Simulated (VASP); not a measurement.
Write the native input for VASP 6.6.1 that does the following.

| Property | Result |
| --- | --- |
| Task | single point |
| Functional | PBEsol |
| Potentials or basis | VASP PAW PBE potentials, release 64 (Ti_sv, O) |
| Cutoff | 520 eV |
| k mesh | 6 × 6 × 3 |
| Occupations | fermi-dirac, width 0.05 eV |
| Spin | no spin polarisation |
| Dipole correction | no |
| Further INCAR settings | ALGO = Normal; EDIFF = 1e-07; NBANDS = 60 |

The structure of TiO2 lies in POSCAR:

```
TiO2
1.0
    6.0277470397     -1.8512946884     -0.0042262086
    6.0277470397      1.8512946884     -0.0042262086
   -1.8932417936      0.0000000000      6.1972734062
Ti O
4 8
Direct
    0.8989263654      0.8989263654      0.2915633711
    0.1948924429      0.1948924429      0.2841540822
    0.1010736346      0.1010736346      0.7084366289
    0.8051075571      0.8051075571      0.7158459178
    0.3619610677      0.3619610677      0.2939627266
    0.2644104061      0.2644104061      0.6514771489
    0.8684331643      0.8684331643      0.9967324261
    0.7355895939      0.7355895939      0.3485228511
    0.9413727017      0.9413727017      0.6289983091
    0.1315668357      0.1315668357      0.0032675739
    0.6380389323      0.6380389323      0.7060372734
    0.0586272983      0.0586272983      0.3710016909
```

These files were run (other wordings do the same):

INCAR

```
PREC     = Accurate       # precision mode
ENCUT    = 520            # plane-wave cutoff, eV
EDIFF    = 1E-7           # SCF threshold, eV
ISMEAR   = -1             # smearing method
SIGMA    = 0.05           # smearing width, eV
LREAL    = F              # projectors in reciprocal space
LASPH    = T              # aspherical terms in the spheres
NELM     = 60             # most SCF steps
ALGO     = Normal         # electronic algorithm
ISIF     = 2              # what is computed and relaxed
LWAVE    = F              # write WAVECAR
LCHARG   = F              # write CHGCAR
GGA      = PS             # functional
NBANDS   = 60             # bands
```

KPOINTS

```
Automatic mesh
0
Gamma
  6 6 3
```

Potentials or basis: VASP PAW PBE potentials, release 64 (Ti_sv, O).

The run is started by

```bash
$ cat potpaw_PBE.64/Ti_sv/POTCAR potpaw_PBE.64/O/POTCAR > POTCAR
$ mpirun -np 1 vasp_std > vasp.out
```

Results of the run:

The pressure is 5.7 GPa. The largest force is 0.077 eV/Å and the band gap on the k mesh is 2.90 eV (least direct gap 3.07 eV).

Caveat: the cell stands under pressure; the PAW data sets were made with another functional, which shifts forces and pressure a little; an odd mesh through Γ misses points on the zone boundary, where band edges can lie.

Run time: 9.2 min on 1 thread of Intel(R) Xeon(R) Platinum 8259CL CPU @ 2.50GHz (Skylake/Cascade Lake) (shared host), peak memory 0.43 GiB.
